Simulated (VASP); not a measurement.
# Ir (Fm-3m) in VASP: a series of runs, part 3 of 3

VASP 6.6.1. Earlier steps stand in the parts before.

## Step 5: Single point, PBEsol (volume scaled by 1.12)

File INCAR:

```
PREC = Accurate ; ENCUT = 520
EDIFF = 1E-7 ; ISMEAR = -1
SIGMA = 0.1 ; LREAL = False
LASPH = True ; NELM = 100
ALGO = Normal ; ISIF = 2
LWAVE = False ; LCHARG = False
GGA = PS ; NBANDS = 10
```

File KPOINTS:

```
Automatic mesh
0
Gamma
  23 23 23
```

File POSCAR:

```
Ir
1.0
    0.0000000000      1.9895670369      1.9895670369
    1.9895670369      0.0000000000      1.9895670369
    1.9895670369      1.9895670369      0.0000000000
Ir
1
Direct
    0.0000000000      0.0000000000      0.0000000000
```

Potentials or basis: VASP PAW PBE potentials, release 64 (Ir).

Started as:

```console
> cat potpaw_PBE.64/Ir/POTCAR > POTCAR
> mpirun -np 1 vasp_std > vasp.out
```

OUTCAR:

```text
PREC = Accurate
   ENCUT = 520
   EDIFF = 1E-7
   ISMEAR = -1
   LREAL = False
   LASPH = True
   NELM = 100
   ISIF = 2
   GGA = PS

 ion  position               nearest neighbor table
   1  0.000  0.000  0.000-

  LATTYP: Found a face centered cubic cell.
 ALAT       =     3.9791340738

  Lattice vectors:

 A1 = (   0.0000000000,   1.9895670369,   1.9895670369)
 A2 = (   1.9895670369,   0.0000000000,   1.9895670369)
 A3 = (   1.9895670369,   1.9895670369,   0.0000000000)

Analysis of symmetry for initial positions (statically):
=====================================================================
 Subroutine PRICEL returns:
 Original cell was already a primitive cell.

 Routine SETGRP: Setting up the symmetry group for a
 face centered cubic supercell.

 Subroutine GETGRP returns: Found 48 space group operations
 (whereof 48 operations were pure point group operations)
 out of a pool of 48 trial point group operations.

The static configuration has the point symmetry O_h .

Analysis of symmetry for dynamics (positions and initial velocities):
=====================================================================
 Subroutine PRICEL returns:
 Original cell was already a primitive cell.

 Routine SETGRP: Setting up the symmetry group for a
 face centered cubic supercell.

 Subroutine GETGRP returns: Found 48 space group operations
 (whereof 48 operations were pure point group operations)
 out of a pool of 48 trial point group operations.

The dynamic configuration has the point symmetry O_h .

 Subroutine INISYM returns: Found 48 space group operations
 (whereof 48 operations are pure point group operations),
 and found     1 'primitive' translations

----------------------------------------------------------------------------------------

                                     Primitive cell

  volume of cell :      15.7509
[... 109 lines left out ...]
  Fermi-wavevector in a.u.,A,eV,Ry     =   1.358482  2.567158 25.109174  1.845472
  Thomas-Fermi vector in A             =   2.485311
   LORBIT       =      0    0 simple, 1 ext, 2 COOP (PROOUT), +10 PAW based schemes
   GGA     = PS    functional components
   LHFCALC =     F    Hartree Fock is set to
   AEXX    =    0.0000 exact exchange contribution
   IVDW    =     0    specifies the selected vdW correction
   LEPSILON=     F    determine dielectric tensor
   LRPA    =     F    only Hartree local field effects (RPA)
 non-spin polarized calculation
  energy-cutoff  :      520.00
  volume of cell :       15.75
 maximum number of plane-waves:       444
 NGX is ok and might be reduce to    24
   NGX = 11   NGY = 11   NGZ = 11

 number of electron       8.9999999 magnetization

 Free energy of the ion-electron system (eV)
  ---------------------------------------------------
  ext. energy  EPLUGINS =         0.00000000
  ---------------------------------------------------
  free energy    TOTEN  =        -9.64815679 eV

  energy without entropy =       -9.61268601  energy(sigma->0) =       -9.63042140

 E-fermi :   8.4430     XC(G=0): -13.4781

 val. band max:        8.4426677821   @ k =  -0.3043   0.3478   0.0435
 cond. band min:       8.4570000255   @ k =  -0.2609   0.3043   0.1304
 fundamental gap:      0.0143322435
 Fermi energy:         8.4430202535

 k-point     1 :       0.0000    0.0000    0.0000
  band No.  band energies     occupation
      1      -1.5907      2.00000
      2       5.1647      2.00000
      3       5.1647      2.00000
      4       5.1647      2.00000
      5       7.4508      1.99990
      6       7.4508      1.99990
      7      22.9528      0.00000
      8      27.8960      0.00000
      9      27.8960      0.00000
     10      27.8960      0.00000
[... 287 lines left out ...]
 k-point    24 :      -0.4783    0.0435    0.0000
  band No.  band energies     occupation
      1       1.4726      2.00000
      2       5.0423      2.00000
      3       5.1469      2.00000
      4       7.5797      1.99964
      5       9.1720      0.00136
      6       9.6303      0.00001
      7      14.6570      0.00000
      8      22.5763      0.00000
      9      27.0424      0.00000
     10      27.2648      0.00000

 [... further k-points ...]

------------------------ aborting loop because EDIFF is reached ----------------------------------------

  FORCE on cell =-STRESS in cart. coord.  units (eV):
  Direction    XX          YY          ZZ          XY          YZ          ZX
  --------------------------------------------------------------------------------------
  -------------------------------------------------------------------------------------
  Total       -3.1868380     -3.1868380     -3.1868380      0.0000000      0.0000000      0.0000000
  in kB     -324.1640457   -324.1640457   -324.1640457      0.0000000      0.0000000      0.0000000
  external PRESSURE =    -324.1640457 kB  Pullay stress =       0.0000000 kB

 VOLUME and BASIS-vectors are now :
 -----------------------------------------------------------------------------
  energy-cutoff  :      520.00
  volume of cell :       15.75
      direct lattice vectors                 reciprocal lattice vectors
     0.000000000  1.989567037  1.989567037    -0.251310959  0.251310959  0.251310959
     1.989567037  0.000000000  1.989567037     0.251310959 -0.251310959  0.251310959
     1.989567037  1.989567037  0.000000000     0.251310959  0.251310959 -0.251310959

 POSITION                                       TOTAL-FORCE (eV/Angst)
 -----------------------------------------------------------------------------------
      0.00000      0.00000      0.00000         0.000000      0.000000      0.000000
 -----------------------------------------------------------------------------------
    total drift:                               -0.000000      0.000000      0.000000

  FREE ENERGIE OF THE ION-ELECTRON SYSTEM (eV)
  ---------------------------------------------------
  free  energy   TOTEN  =        -9.6481567914 eV

  energy  without entropy=       -9.6126860070  energy(sigma->0) =       -9.63042140
```

Wall time 20 s (1 thread of Intel Xeon 6975P-C (Granite Rapids), shared host); peak memory 0.19 GiB.

What came out:

```yaml
Free_energy: -9.6482 eV
Pressure: -32.4 GPa
```

Caveat: the PAW data sets were made with another functional, which shifts forces and pressure a little; spin-orbit coupling is left out, which moves the levels of the heavy elements.

## Step 6: Single point, PBEsol, collinear spin, ferromagnetic start

File INCAR:

```
PREC = Accurate ; ENCUT = 520
EDIFF = 1E-6 ; ISMEAR = -1
SIGMA = 0.05 ; LREAL = F
LASPH = T ; NELM = 150
ALGO = Normal ; ISIF = 2
LWAVE = F ; LCHARG = F
ISPIN = 2 ; MAGMOM = 1
LORBIT = 11 ; LMAXMIX = 4
GGA = PS ; NBANDS = 14
```

File KPOINTS:

```
regular mesh
0
Gamma
  14 14 14
```

File POSCAR:

```
Ir
1.0
    0.0000000000      1.9155221637      1.9155221637
    1.9155221637      0.0000000000      1.9155221637
    1.9155221637      1.9155221637      0.0000000000
Ir
1
Direct
    0.0000000000      0.0000000000      0.0000000000
```

Potentials or basis: VASP PAW PBE potentials, release 64 (Ir).

Started as:

```console
> cat potpaw_PBE.64/Ir/POTCAR > POTCAR
> mpirun -np 1 vasp_std > vasp.out
```

It took 23 s on 1 thread of Intel Xeon Platinum 8559C (Emerald Rapids), shared host; peak memory 0.15 GiB.

The run converged. Its results:

| Property | Result |
| --- | --- |
| Free energy | -9.8147 eV |
| Pressure | 1.0 GPa |
| Net moment | 0.00 μB per cell |
| Valence electrons inside the program's atomic spheres | Ir 8.41 |

Levels at points of the mesh, in eV from the Fermi level:
Spin up:
| k point | band 1 | band 2 | band 3 | band 4 | band 5 | band 6 | band 7 | band 8 |
| --- | --- | --- | --- | --- | --- | --- | --- | --- |
| (0.00, 0.00, 0.00) | -11.15 | -3.84 | -3.84 | -3.84 | -1.09 | -1.09 | 14.41 | 20.03 |
| (0.50, 0.00, 0.00) | -8.10 | -3.94 | -3.94 | -0.73 | 1.02 | 1.02 | 7.40 | 13.94 |
| (0.50, 0.50, 0.00) | -7.91 | -7.33 | 1.00 | 1.60 | 1.60 | 1.75 | 10.66 | 11.80 |
Spin down:
| k point | band 1 | band 2 | band 3 | band 4 | band 5 | band 6 | band 7 | band 8 |
| --- | --- | --- | --- | --- | --- | --- | --- | --- |
| (0.00, 0.00, 0.00) | -11.15 | -3.84 | -3.84 | -3.84 | -1.09 | -1.09 | 14.42 | 20.03 |
| (0.50, 0.00, 0.00) | -8.10 | -3.94 | -3.94 | -0.73 | 1.02 | 1.02 | 7.40 | 13.94 |
| (0.50, 0.50, 0.00) | -7.91 | -7.33 | 1.00 | 1.60 | 1.60 | 1.75 | 10.66 | 11.80 |

Caveat: the PAW data sets were made with another functional, which shifts forces and pressure a little; spin-orbit coupling is left out, which moves the levels of the heavy elements.

## Step 7: Overview

| spin | cell | k mesh | smearing | gap on the mesh (eV) | pressure (GPa) |
| --- | --- | --- | --- | --- | --- |
| off | a = 2.709 Å, angles 60.0°, 1 atom | 23 × 23 × 23 | fermi-dirac 0.1 eV | none | 0.8 |
| off | a = 2.745 Å, angles 60.0°, 1 atom | 23 × 23 × 23 | fermi-dirac 0.1 eV | none | -13.1 |
| off | a = 2.780 Å, angles 60.0°, 1 atom | 23 × 23 × 23 | fermi-dirac 0.1 eV | none | -24.0 |
| off | a = 2.814 Å, angles 60.0°, 1 atom | 23 × 23 × 23 | fermi-dirac 0.1 eV | none | -32.4 |
| collinear, ferromagnetic start | a = 2.709 Å, angles 60.0°, 1 atom | 14 × 14 × 14 | fermi-dirac 0.05 eV | none | 1.0 |

Alike in all rows: task single point; level PBEsol; potentials or basis VASP PAW PBE potentials, release 64 (Ir); cutoff (eV) 520.

Caveats: the PAW data sets were made with another functional, which shifts forces and pressure a little; spin-orbit coupling is left out, which moves the levels of the heavy elements.

Absolute energies hang on the potentials; compare differences alone.
